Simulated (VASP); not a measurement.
Set up this calculation in VASP 6.6.1, as the native input.

* Task: electric field gradients
* Functional: r2SCAN
* Potentials or basis: VASP PAW PBE potentials, release 64 (Hf_pv, Si, O)
* Cutoff: 520 eV
* k mesh: 7 × 7 × 7
* Occupations: fermi-dirac, width 0.02 eV
* Spin: no spin polarisation
* Dipole correction: no
* Further INCAR settings: ALGO = Normal; EDIFF = 1e-08; NBANDS = 50

HfSiO4:

```
Hf Si O
1.0
    -3.28625    3.28625    2.98160
     3.28625   -3.28625    2.98160
     3.28625    3.28625   -2.98160
Hf Si O
2 2 8
Cartesian
  0.0000 3.2862 1.4908
  0.0000 0.0000 0.0000
  3.2862 0.0000 1.4908
  0.0000 0.0000 2.9816
  3.2862 2.0685 -1.0777
  4.5040 0.0000 0.4131
  0.0000 1.2177 1.9039
  2.0685 0.0000 0.4131
  3.2862 1.2177 2.5685
  1.2177 0.0000 4.0593
  3.2862 -1.2177 2.5685
  2.0685 3.2862 1.0777
```

These files were run (other wordings do the same):

POSCAR

```
HfSiO4
1.0
   -3.2862500000      3.2862500000      2.9816000000
    3.2862500000     -3.2862500000      2.9816000000
    3.2862500000      3.2862500000     -2.9816000000
Hf Si O
2 2 8
Direct
    0.7500000000      0.2500000000      0.5000000000
    0.0000000000      0.0000000000      0.0000000000
    0.2500000000      0.7500000000      0.5000000000
    0.5000000000      0.5000000000      0.0000000000
    0.1340001784      0.3192780827      0.8147220957
    0.0692780827      0.7545559870      0.6852779043
    0.5045559870      0.3192780827      0.1852779043
    0.0692780827      0.3840001784      0.3147220957
    0.6159998216      0.9307219173      0.6852779043
    0.6807219173      0.8659998216      0.1852779043
    0.2454440130      0.9307219173      0.3147220957
    0.6807219173      0.4954440130      0.8147220957
```

INCAR.step1

```
SYSTEM = HfSiO4
ALGO = Normal ; EDIFF = 1E-4
ENCUT = 520 ; GGA = PE
ISMEAR = -1 ; LASPH = .True.
LCHARG = .False. ; LREAL = .False.
LWAVE = .True. ; NBANDS = 50
NELM = 80 ; PREC = Accurate
SIGMA = 0.02
```

INCAR.step2

```
SYSTEM = HfSiO4
ALGO = Normal ; EDIFF = 1E-8
ENCUT = 520 ; ISIF = 2
ISMEAR = -1 ; ISTART = 1
LASPH = .True. ; LCHARG = .False.
LEFG = .True. ; LMIXTAU = .True.
LREAL = .False. ; LWAVE = .False.
METAGGA = R2SCAN ; NBANDS = 50
NELM = 80 ; PREC = Accurate
SIGMA = 0.02
```

KPOINTS

```
k-points
0
Gamma
  7 7 7
  0 0 0
```

Potentials or basis: VASP PAW PBE potentials, release 64 (Hf_pv, Si, O).

The run is started by

```console
$ cat potpaw_PBE.64/Hf_pv/POTCAR potpaw_PBE.64/Si/POTCAR potpaw_PBE.64/O/POTCAR > POTCAR
$ cp INCAR.step1 INCAR
$ mpirun -np 1 vasp_std > vasp.out
$ cp INCAR.step2 INCAR
$ mpirun -np 1 vasp_std > vasp.out
```

Results of the run:

```json
{
  "Pressure": "-1.2 GPa",
  "Largest force": "0.069 eV/Å",
  "Band gap on the k mesh": "5.99 eV (least direct gap 6.37 eV)",
  "Largest electric field gradient by atom": "Hf +131.7; Si -23.2; O +44.8 V/Å²"
}
```

Caveat: without QUAD_EFG the Cq values of the log hold for a quadrupole moment of 1 mb, not for the nuclei; the PAW data sets were made with another functional, which shifts forces and pressure a little; spin-orbit coupling is left out, which moves the levels of the heavy elements.

Run time: 43 min on 1 thread of Intel Xeon 8259CL, with other jobs on the host, peak memory 0.42 GiB.
